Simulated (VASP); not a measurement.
# H3CCl in VASP: a series of runs, part 2 of 2

VASP 6.6.1. Earlier steps stand in the parts before.

### 3 Single point, PBE+D3(BJ)

The input, INCAR:

```
SYSTEM = H3CCl
PREC     = Accurate       ! precision mode
ENCUT    = 520            ! plane-wave cutoff, eV
EDIFF    = 1E-7           ! SCF threshold, eV
ISMEAR   = -1             ! smearing method
SIGMA    = 0.05           ! smearing width, eV
LREAL    = Auto         
LASPH    = .TRUE.         ! aspherical terms in the spheres
NELM     = 80             ! most SCF steps
ALGO     = Normal         ! electronic algorithm
ISIF     = 2              ! what is computed and relaxed
LWAVE    = .FALSE.        ! write WAVECAR
LCHARG   = .TRUE.         ! write CHGCAR
GGA      = PE             ! functional
IVDW     = 12             ! dispersion correction
LELF     = .TRUE.         ! ELF
LVHAR    = .TRUE.       
NBANDS   = 82             ! bands
```

The input, KPOINTS:

```
Automatic mesh
0
G
  1 1 1
  0 0 0
```

The input, POSCAR:

```
H3CCl
1.0
    9.0287150000      0.0000000000      0.0000000000
    0.0000000000      9.0287150000      0.0000000000
    0.0000000000      0.0000000000      9.0287150000
C Cl H
8 8 24
Direct
    0.6733184069      0.5172164588     -0.0072546315
    0.4118637037      0.1435198697      0.6555750182
    0.7150297689      0.8019745889      0.7003211420
    0.9497254039      0.0083843603      0.3270122049
    0.0318760754      0.4959066711      0.2136516658
    0.9256577486      0.2770383161      0.7338918107
    0.3709497974      0.5807803215      0.5499785961
    0.5156880021      0.9894985056      0.1613518646
    0.6243413376      0.4206024888      0.1646081419
    0.2875381491      0.0965032123      0.8053526997
    0.8749417830      0.6862881373      0.7197923514
    1.1445593310      0.0496526914      0.3702741752
    0.0295612388      0.4701001195      0.4159617398
    0.8672994994      0.1629800032      0.8898165464
    0.3407350880      0.7056707405      0.6916377358
    0.5791300312      0.8868482392      0.3190487240
    0.6723105115      0.6420293475      0.0002436670
    0.7867232491      0.4750288385     -0.0282432218
    0.5893529699      0.4769670989     -0.0847739684
    0.4448473565      0.0422319234      0.6064761154
    0.3562190190      0.2121010576      0.5720083090
    0.5072371871      0.1993417668      0.7035220405
    0.6163003262      0.7358411468      0.7245217066
    0.7129253720      0.8965506166      0.7759354460
    0.7164585437      0.8486700488      0.5856758132
    0.9104174847      0.0795019003      0.2378854577
    0.9499912224     -0.1118099309      0.2940839311
    0.8819859747      0.0261609764      0.4267163157
   -0.0116517134      0.6020790334      0.1945902601
    0.1461005248      0.4889178582      0.1760937188
   -0.0424312873      0.4134032362      0.1609531367
    0.8341607859      0.3353411864      0.6774496703
    1.0147955717      0.3407018607      0.7776521908
    0.9715557530      0.1963070049      0.6528614537
    0.2785113939      0.4990521907      0.5418711301
    0.3765762902      0.6424613026      0.4469739049
    0.4840998968      0.5297763857      0.5717646420
    0.4342256899      1.0748373384      0.1912786039
    0.6050805679      1.0509579713      0.1146896319
    0.4732234875      0.9101295146      0.0731554823
```

Potentials or basis: VASP PAW PBE potentials, release 64 (C, Cl, H).

Command:

```console
$ cat potpaw_PBE.64/C/POTCAR potpaw_PBE.64/Cl/POTCAR potpaw_PBE.64/H/POTCAR > POTCAR
$ mpirun -np 1 vasp_gam > vasp.out
```

OUTCAR:

```text
SYSTEM = H3CCl
   PREC = Accurate
   ENCUT = 520
   EDIFF = 1E-7
   ISMEAR = -1
   LREAL = Auto
   LASPH = .TRUE.
   NELM = 80
   ISIF = 2
   GGA = PE
   IVDW = 12
 IVDW          = 12

 ion  position               nearest neighbor table
   1  0.673  0.517  0.993-  19 1.09  18 1.11  17 1.13   9 1.83
   2  0.412  0.144  0.656-  20 1.06  22 1.09  21 1.10  10 1.81
   3  0.715  0.802  0.700-  24 1.09  23 1.09  25 1.12  11 1.79
   4  0.950  0.008  0.327-  26 1.09  28 1.10  27 1.13  12 1.84
   5  0.032  0.496  0.214-  29 1.05  30 1.09  31 1.11  13 1.84
   6  0.926  0.277  0.734-  33 1.06  32 1.10  34 1.11  14 1.82
   7  0.371  0.581  0.550-  36 1.09  35 1.12  37 1.14  15 1.73
   8  0.516  0.989  0.161-  39 1.07  38 1.10  40 1.14  16 1.79
   9  0.624  0.421  0.165-   1 1.83
  10  0.288  0.097  0.805-   2 1.81
  11  0.875  0.686  0.720-   3 1.79
  12  0.145  0.050  0.370-   4 1.84
  13  0.030  0.470  0.416-   5 1.84
  14  0.867  0.163  0.890-   6 1.82
[... 24 lines left out ...]
  39  0.605  0.051  0.115-   8 1.07
  40  0.473  0.910  0.073-   8 1.14

  LATTYP: Found a simple cubic cell.
 ALAT       =     9.0287150000

  Lattice vectors:

 A1 = (   9.0287150000,   0.0000000000,   0.0000000000)
 A2 = (   0.0000000000,   9.0287150000,   0.0000000000)
 A3 = (   0.0000000000,   0.0000000000,   9.0287150000)

Analysis of symmetry for initial positions (statically):
=====================================================================
 Subroutine PRICEL returns:
 Original cell was already a primitive cell.

 Routine SETGRP: Setting up the symmetry group for a
 simple cubic supercell.

 Subroutine GETGRP returns: Found  1 space group operations
 (whereof  1 operations were pure point group operations)
 out of a pool of 48 trial point group operations.

The static configuration has the point symmetry C_1 .

Analysis of symmetry for dynamics (positions and initial velocities):
=====================================================================
[... 185 lines left out ...]
  Thomas-Fermi vector in A             =   1.993493
   LORBIT       =      0    0 simple, 1 ext, 2 COOP (PROOUT), +10 PAW based schemes
   GGA     = PE    functional components
   LHFCALC =     F    Hartree Fock is set to
   AEXX    =    0.0000 exact exchange contribution
   IVDW    =    12    specifies the selected vdW correction
   LEPSILON=     F    determine dielectric tensor
   LRPA    =     F    only Hartree local field effects (RPA)
 non-spin polarized calculation
  energy-cutoff  :      520.00
  volume of cell :      736.00
 maximum number of plane-waves:      9919
 NGX is ok and might be reduce to    70
   NGX = 33   NGY = 33   NGZ = 33

 number of electron     112.0000003 magnetization

 Free energy of the ion-electron system (eV)
  ---------------------------------------------------
  ext. energy  EPLUGINS =         0.00000000
  ---------------------------------------------------
  free energy    TOTEN  =      -179.13989849 eV

  energy without entropy =     -179.13989849  energy(sigma->0) =     -179.13989849

 E-fermi :  -2.2540     XC(G=0):  -5.8705

 val. band max:       -3.5277616734   @ k =   0.0000   0.0000   0.0000
 cond. band min:       1.7089701128   @ k =   0.0000   0.0000   0.0000
 fundamental gap:      5.2367317862
 Fermi energy:        -2.2539638131

 k-point     1 :       0.0000    0.0000    0.0000
  band No.  band energies     occupation
      1     -18.3419      2.00000
      2     -18.1763      2.00000
      3     -18.0401      2.00000
      4     -17.9574      2.00000
      5     -17.8714      2.00000
      6     -17.8603      2.00000
[... 60 lines left out ...]
     67       3.4507      0.00000
     68       3.7059      0.00000
 [bands above 68 left out]

------------------------ aborting loop because EDIFF is reached ----------------------------------------

 Edisp (eV)   -1.70875

 E8    (eV) :    -0.4453

  FORCE on cell =-STRESS in cart. coord.  units (eV):
  Direction    XX          YY          ZZ          XY          YZ          ZX
  --------------------------------------------------------------------------------------
  -------------------------------------------------------------------------------------
  Total      -3.63301    -2.79442    -4.32878     0.08774     2.65442    -1.63044
  in kB      -7.90860    -6.08309    -9.42320     0.19100     5.77834    -3.54926
  external pressure =       -7.80 kB  Pullay stress =        0.00 kB

 VOLUME and BASIS-vectors are now :
 -----------------------------------------------------------------------------
  energy-cutoff  :      520.00
  volume of cell :      736.00
      direct lattice vectors                 reciprocal lattice vectors
     9.028715000  0.000000000  0.000000000     0.110757732  0.000000000  0.000000000
     0.000000000  9.028715000  0.000000000     0.000000000  0.110757732  0.000000000
     0.000000000  0.000000000  9.028715000     0.000000000  0.000000000  0.110757732

 POSITION                                       TOTAL-FORCE (eV/Angst)
 -----------------------------------------------------------------------------------
      6.07920      4.66980      8.96321         0.310922     -0.074802      0.571231
      3.71860      1.29580      5.91900        -0.537685      0.613502      0.572548
      6.45580      7.24080      6.32300        -0.103097      0.310029     -0.623369
      8.57480      0.07570      2.95250         0.653717     -0.999312      0.210451
      0.28780      4.47740      1.92900        -0.025056     -1.483194      0.814623
      8.35750      2.50130      6.62610        -0.317776     -1.821795     -0.774916
[... 32 lines left out ...]
      5.46310      0.46008      1.03550         1.087498      0.291362     -0.312306
      4.27260      8.21730      0.66050         0.190611      0.755851      1.030242
 -----------------------------------------------------------------------------------
    total drift:                               -0.008370      0.008727     -0.004783

  FREE ENERGIE OF THE ION-ELECTRON SYSTEM (eV)
  ---------------------------------------------------
  free  energy   TOTEN  =      -180.8486456893 eV

  energy  without entropy=     -180.8486456892  energy(sigma->0) =     -180.84864569
```

OSZICAR:

```text
N       E                     dE             d eps       ncg     rms          rms(c)
DAV:   1     0.896541276532E+03    0.89654E+03   -0.50845E+04   164   0.117E+03
DAV:   2    -0.574690447919E+02   -0.95401E+03   -0.90415E+03   206   0.240E+02
DAV:   3    -0.190993816249E+03   -0.13352E+03   -0.13250E+03   208   0.969E+01
[... 11 lines left out ...]
DAV:  15    -0.179139901544E+03    0.17867E-04   -0.13037E-05   192   0.171E-02    0.104E-02
DAV:  16    -0.179139899154E+03    0.23899E-05   -0.68979E-06   192   0.121E-02    0.535E-03
DAV:  17    -0.179139898837E+03    0.31722E-06   -0.37560E-06   216   0.783E-03    0.398E-03
DAV:  18    -0.179139898591E+03    0.24573E-06   -0.56869E-07   184   0.277E-03    0.188E-03
DAV:  19    -0.179139898493E+03    0.98458E-07   -0.68474E-08   136   0.130E-03
   1 F= -.18084865E+03 E0= -.18084865E+03  d E =-.370991E-10
```

Run time: 2.9 min. Hardware: 1 thread of AMD EPYC 7R43 (Zen 3), shared host; peak memory 0.61 GiB.

What came out:

* Free energy: -180.8486 eV
* Pressure: -0.8 GPa
* Largest force: 2.005 eV/Å
* Band gap on the k mesh: 5.24 eV
* Dispersion energy per atom: -0.043 eV

Forces in eV/Å, atoms in the order of the input:
```
C    0.311 -0.075  0.571
C   -0.538  0.614  0.573
C   -0.103  0.310 -0.623
C    0.654 -0.999  0.210
C   -0.025 -1.483  0.815
C   -0.318 -1.822 -0.775
C    1.062 -1.391 -0.447
C   -0.872 -0.686 -0.808
Cl  -0.013  0.637 -0.179
Cl   0.163  0.281 -0.315
Cl  -0.041  0.354  0.155
Cl  -0.850 -0.019 -0.191
Cl  -0.187 -0.016 -1.017
Cl  -0.264  0.356 -0.318
Cl  -0.588  0.853  1.050
Cl  -0.200  0.190 -0.213
H   -0.103 -1.090  0.355
H   -0.607  0.343 -0.364
H    0.293  0.145 -0.288
H    0.359 -1.113 -0.552
H   -0.101  0.022  0.275
H    0.149  0.202  0.078
H    0.013 -0.036 -0.349
H    0.494 -0.023  0.265
H   -0.198 -0.486  0.567
H    0.170  0.109 -0.173
H   -0.201  0.962  0.240
H    0.256 -0.074 -0.105
H   -0.528  1.505 -0.229
H    0.133 -0.175 -0.033
H    0.471  0.105  0.364
H    0.182  0.094  0.686
H    0.487  0.933  0.089
H   -0.063  0.384  0.318
H    0.707  0.344  0.201
H    0.038  0.101 -0.363
H   -1.170  0.117 -0.395
H   -0.248 -0.517  0.208
H    1.087  0.291 -0.312
H    0.191  0.756  1.030
```

Caveat: the k points lie up to 0.70 Å⁻¹ apart.

### 4 Single point, PBE+D3(BJ)

The input, INCAR:

```
SYSTEM = H3CCl
  PREC = Accurate
  ENCUT = 520
  EDIFF = 1E-6
  ISMEAR = -1
  SIGMA = 0.05
  LREAL = Auto
  LASPH = .TRUE.
  NELM = 100
  ALGO = Normal
  ISIF = 2
  LWAVE = .FALSE.
  LCHARG = .FALSE.
  GGA = PE
  IVDW = 12
  NBANDS = 82
```

The input, KPOINTS:

```
regular mesh
0
G
  1 1 1
  0 0 0
```

The input, POSCAR:

```
H3CCl
1.0
    9.0287150000      0.0000000000      0.0000000000
    0.0000000000      9.0287150000      0.0000000000
    0.0000000000      0.0000000000      9.0287150000
C Cl H
8 8 24
Direct
    0.6615448599      0.5102276459     -0.0109982428
    0.4202148368      0.1425562774      0.6719339352
    0.7126374019      0.7809970743      0.6986265487
    0.9441432142      0.0246989743      0.3234015029
    0.0142545202      0.4895934804      0.2211278128
    0.9146262785      0.2708469588      0.7379787711
    0.3869542897      0.5660495430      0.5563803930
    0.5178145506      0.9858213489      0.1639325197
    0.6268333866      0.4398964858      0.1713643636
    0.2790319553      0.0953513318      0.8061944585
    0.8792945619      0.6801189317      0.7263381334
    1.1371939418      0.0511479208      0.3683580665
    0.0415784527      0.4610955158      0.4214774749
    0.8620938860      0.1626477300      0.8963734042
    0.3416654529      0.7091263818      0.6872185023
    0.5782328936      0.8913117758      0.3324504096
    0.6699956749      0.6319171665     -0.0232369723
    0.7718595614      0.4608961519     -0.0246435955
    0.5909478813      0.4636872467     -0.0966250458
    0.4637537014      0.0423648326      0.6141294747
    0.3665416396      0.2164649122      0.5904383957
    0.5067166258      0.2019224220      0.7341354778
    0.6157797649      0.7178319395      0.7263713607
    0.7122275983      0.8895728794      0.7533962474
    0.7013511890      0.8064602770      0.5749655405
    0.9237416399      0.0882074581      0.2259346983
    0.9376085080     -0.0914969627      0.2969968595
    0.8587490025      0.0615259204      0.4037783893
   -0.0069555856      0.6116263499      0.2098526756
    0.1133383876      0.4530323529      0.1608866821
   -0.0769655483      0.4194395326      0.1822961518
    0.8186768549      0.3284742070      0.6847043018
    0.9928544649      0.3561193370      0.7711396361
    0.9802280834      0.2011692694      0.6632837563
    0.2863419656      0.5005584959      0.5307178264
    0.4165266043      0.6320390000      0.4532317168
    0.4732677906      0.4942785324      0.5968069653
    0.4153304208      1.0390072120      0.1932943946
    0.6072735710      1.0542696275      0.1291324402
    0.4991186453      0.9039160058      0.0750494395
```

Command:

```console
$ cat potpaw_PBE.64/C/POTCAR potpaw_PBE.64/Cl/POTCAR potpaw_PBE.64/H/POTCAR > POTCAR
$ mpirun -np 1 vasp_gam > vasp.out
```

It took 2 min on 1 thread of AMD EPYC 7R43 (Zen 3), shared host; peak memory 0.59 GiB.

It converged, with:

* Free energy: -180.7094 eV
* Pressure: -0.8 GPa
* Largest force: 2.275 eV/Å
* Band gap on the k mesh: 5.25 eV
* Dispersion energy per atom: -0.043 eV

Forces in eV/Å, atoms in the order of the input:
```
C    1.431 -0.309  0.028
C   -0.212  0.011 -0.129
C    0.101  0.973 -2.054
C    0.146  0.079  0.269
C    0.188  0.464  0.479
C    0.074  0.331 -0.413
C   -0.814  1.142 -1.457
C   -0.082 -1.533  0.178
Cl  -0.808  0.379 -0.015
Cl   0.322 -0.064 -0.274
Cl  -0.039  0.214  0.128
Cl  -0.434  0.188  0.354
Cl  -0.332 -0.072 -1.047
Cl  -0.062  0.212 -0.262
Cl  -0.159 -0.330  0.180
Cl  -0.154  0.110 -0.517
H   -0.269 -0.394  0.582
H   -0.012  0.424 -0.635
H   -0.539 -0.156  0.159
H   -0.314  0.407  0.487
H    0.222 -0.196  0.186
H   -0.008 -0.174 -0.233
H   -0.373 -0.458  0.462
H    0.258 -0.228  0.297
H    0.296 -0.347  1.193
H   -0.059  0.490 -0.970
H   -0.415 -0.494  0.071
H    0.844 -0.284  0.291
H    0.079 -0.992 -0.165
H    0.146  0.268  0.292
H   -0.162  0.274  0.339
H    0.438 -0.697  0.337
H    0.034  0.277  0.472
H   -0.471 -0.225 -0.158
H    0.343  0.319  0.246
H    0.071 -1.014  0.872
H    0.586 -0.072  0.205
H   -0.321  0.548 -0.076
H    0.535  0.969 -0.094
H   -0.076 -0.039  0.391
```

Stress tensor (GPa, compression positive):
```
-0.23  0.56 -0.08
 0.56 -0.84  0.31
-0.08  0.31 -1.27
```

Levels at points of the mesh, in eV from the valence-band top:
```csv
k point,band 54,band 55,band 56,band 57,band 58,band 59
"(0.00, 0.00, 0.00)",-0.20,-0.11,0.00,5.25,5.48,5.63
```

Caveat: the k points lie up to 0.70 Å⁻¹ apart.

### 5 Overview

```csv
cell,gap on the mesh (eV),pressure (GPa),largest force (eV/Å)
"as given, atomic positions A",5.35,-0.4,0.16
"as given, atomic positions B",5.24,-0.8,2.01
"as given, atomic positions C",5.25,-0.8,2.28
```

Alike in all rows: task single point; level PBE+D3(BJ); potentials or basis VASP PAW PBE potentials, release 64 (C, Cl, H); no spin polarisation; k mesh 1 × 1 × 1; cutoff (eV) 520; smearing fermi-dirac 0.05 eV.

Caveats: all runs use coarse meshes.

Absolute energies hang on the potentials; compare differences alone.
